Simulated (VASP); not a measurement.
Runs of VASP 6.6.1 on TaAs. The structure is that of space group Pm-3m (No. 221), or close to it. The cells are those of the table. 

```tsv
cell	k mesh	gap on the mesh (eV)	pressure (GPa)
a = 3.220, b = 3.220, c = 3.211 Å, 2 atoms	6 × 6 × 5	none	0.2
a = 3.219 Å, angles 90.1°, 2 atoms	6 × 6 × 6	none	0.2
a = 3.244, b = 3.204, c = 3.204 Å, 2 atoms	4 × 7 × 7	none	(a)
a = 3.218 Å, 2 atoms	6 × 6 × 6	none	0.3
```

Alike in all rows: task single point; level PBE; potentials or basis VASP PAW PBE potentials, release 64 (Ta_pv, As); no spin polarisation; cutoff (eV) 500; smearing gaussian 0.2 eV.

Problem. Fill in the values left out.

Solution. (a) 0.4.

Caveats: some runs use coarse meshes; spin-orbit coupling is left out, which moves the levels of the heavy elements.

A k mesh can miss the band edges, and the runs leave out spin-orbit coupling on As, Ta.

A gap of «none» marks levels without a gap at the run's occupations.
